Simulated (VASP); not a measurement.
Wanted: the native input for a VASP 6.6.1 run.

| Property | Result |
| --- | --- |
| Task | single point |
| Functional | PBE |
| Potentials or basis | VASP PAW PBE potentials, release 64 (Mn_pv, As, Zn) |
| Cutoff | 520 eV |
| k mesh | 5 × 5 × 3 |
| Occupations | fermi-dirac, width 0.0768 eV |
| Spin | no spin polarisation |
| Dipole correction | no |
| Further INCAR settings | ALGO = Normal; EDIFF = 1e-06; NBANDS = 32 |

The structure of Mn2ZnAs2 lies in POSCAR:

```
Mn2ZnAs2
1.0
    4.1256740000      0.0000000000      0.0000000000
   -2.0628370000      3.5729400000      0.0000000000
    0.0000000000      0.0000000000      6.6147670000
Mn As Zn
2 2 1
Direct
    0.3333000000      0.6667000000      0.3694400000
    0.6667000000      0.3333000000      0.6305600000
    0.3333000000      0.6667000000      0.7679300000
    0.6667000000      0.3333000000      0.2320700000
    0.0000000000      0.0000000000      0.0000000000
```

The input as run:

INCAR

```
SYSTEM = Mn2ZnAs2
ALGO = Normal
EDIFF = 1E-6
ENCUT = 520
GGA = PE
ISIF = 2
ISMEAR = -1
LASPH = .TRUE.
LCHARG = .TRUE.
LELF = .TRUE.
LREAL = .FALSE.
LVHAR = .TRUE.
LWAVE = .FALSE.
NBANDS = 32
NELM = 80
PREC = Accurate
SIGMA = 0.0768
```

KPOINTS

```
k-points
0
G
  5 5 3
  0 0 0
```

Potentials or basis: VASP PAW PBE potentials, release 64 (Mn_pv, As, Zn).

The run is started by

```console
$ cat potpaw_PBE.64/Mn_pv/POTCAR potpaw_PBE.64/As/POTCAR potpaw_PBE.64/Zn/POTCAR > POTCAR
$ mpirun -np 1 vasp_std > vasp.out
```

Results of the run:

```yaml
Pressure: -16.4 GPa
Largest_force: 1.985 eV/Å
Band_gap_on_the_k_mesh: zero (band 24 reaches 4.40 eV, above the bottom of band 25 at 4.23 eV)
```

Caveat: forces of over 1 eV/Å act on the atoms, so gaps and moduli don't describe the material at rest.

It took 51 s on 1 thread of Intel(R) Xeon(R) Platinum 8488C (Sapphire Rapids), on a shared host, peak memory 0.25 GiB.
